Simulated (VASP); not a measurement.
SrLiH3, 5 atoms in the cell. The structure is cubic, space group Pm-3m (No. 221). The conventional cell has a = 4.642 Å, b = 4.642 Å, c = 4.642 Å, α = 90.00°, β = 90.00°, γ = 90.00°. Li (site symmetry m-3m) has 12 H at 3.28 Å and 8 Sr at 4.02 Å within 4.3 Å. Sr (site symmetry m-3m) has 6 H at 2.32 Å within 3.1 Å. H (site symmetry 4/mmm) has 2 Sr at 2.32 Å within 3.1 Å. 

- Program: VASP 6.6.1
- Task: single point
- Functional: PBE
- Potentials or basis: VASP PAW PBE potentials, release 64 (Li_sv, Sr_sv, H)
- Cutoff: 520 eV
- k mesh: 4 × 4 × 4
- Occupations: gaussian, width 0.01 eV
- Spin: no spin polarisation
- Dipole correction: no
- Further INCAR settings: ALGO = Normal; EDIFF = 1e-07; NBANDS = 16

Potentials or basis: VASP PAW PBE potentials, release 64 (Li_sv, Sr_sv, H).

The run is started by

```console
$ cat potpaw_PBE.64/Li_sv/POTCAR potpaw_PBE.64/Sr_sv/POTCAR potpaw_PBE.64/H/POTCAR > POTCAR
$ mpirun -np 1 vasp_std > vasp.out
```

Hardware: 1 thread of AMD EPYC 7R13, on a shared host.

Q: How long does it take, and how much memory?

A: Run time: 40 s on 1 thread of AMD EPYC 7R13 (shared host), peak memory 0.21 GiB. Counts: scf iterations 16, k points 10.
